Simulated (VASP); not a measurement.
The system is CuO.

```
CELL_PARAMETERS angstrom
2.83633 0.00000 0.00000
-1.41816 2.45633 0.00000
0.00000 0.00000 2.76811
ATOMIC_POSITIONS crystal
Cu 0.00000 0.00000 0.00000
O 0.66667 0.33333 0.50000
```

Base run:

| Quantity | Value |
| --- | --- |
| Program | VASP 6.6.1 |
| Functional | BLYP |
| Potentials or basis | VASP PAW PBE potentials, release 64 (Cu, O) |
| Cutoff | 520 eV |
| k mesh | 11 × 11 × 10 |
| Occupations | fermi-dirac, width 0.05 eV |
| Spin | no spin polarisation |

Its results: band gap on the k mesh zero (an odd number of electrons rules out a gap without spin polarisation); pressure 7.4 GPa.

Question: After a change of settings the same cell gave: band gap on the k mesh zero (an odd number of electrons rules out a gap without spin polarisation); pressure -0.1 GPa. Which change was it?
A. functional from BLYP to PBEsol; hubbard terms from none to Cu d U = 5.3 eV
B. functional from BLYP to PBEsol; further incar settings from ALGO = Normal; EDIFF = 1e-06; NBANDS = 16 to ALGO = Normal; EDIFF = 1e-07; NBANDS = 16
C. functional from BLYP to r2SCAN; hubbard terms from none to Cu d U = 5.3 eV
D. functional from BLYP to PBE; k mesh from 11 × 11 × 10 to 5 × 5 × 4

Answer: D.

Caveats: some runs use coarse meshes; an odd number of electrons without spin polarisation forces a metal; a magnetic or distorted state may lie lower; semilocal functionals often make such compounds metallic where correlation or magnetic order opens a gap, which also shifts bond lengths; the stress differs along the axes, from 0 to 11 GPa (at least some runs); the PAW data sets were made with another functional, which shifts forces and pressure a little (at least some runs).
